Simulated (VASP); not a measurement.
Here is a VASP 6.6.1 calculation.

Contents of INCAR:

```
PREC = Accurate
ENCUT = 500
EDIFF = 1E-6
ISMEAR = 1
SIGMA = 0.01
LREAL = F
LASPH = T
NELM = 200
ALGO = Normal
ISIF = 2
LWAVE = F
LCHARG = F
LMAXMIX = 4
LDAU = T
LDAUTYPE = 2
LDAUL = 2
LDAUU = 4
LDAUJ = 0
LDAUPRINT = 1
NBANDS = 12
GGA_COMPAT = F
```

File KPOINTS:

```
regular mesh
0
Gamma
  11 11 11
```

POSCAR

```
Nb
1.0
   -1.6527822138      1.6527822138      1.6527822138
    1.6527822138     -1.6527822138      1.6527822138
    1.6527822138      1.6527822138     -1.6527822138
Nb
1
Direct
    0.0000000000      0.0000000000      0.0000000000
```

Potentials or basis: VASP PAW LDA potentials, release 64 (Nb_sv).

Run with:

```bash
$ cat potpaw_LDA.64/Nb_sv/POTCAR > POTCAR
$ mpirun -np 1 vasp_std > vasp.out
```

Problem. Estimate the pressure.

Solution. 2.1 GPa.

Eigenvalues of the final occupation matrices:
```
    site  spin  trace               eigenvalues
site 1 d     1   1.12  0.17 0.17 0.26 0.26 0.26
site 1 d     2   1.12  0.17 0.17 0.26 0.26 0.26
```

Caveat: U without spin polarisation on a metal has little footing; the U is typed as a test and isn't derived for this compound.
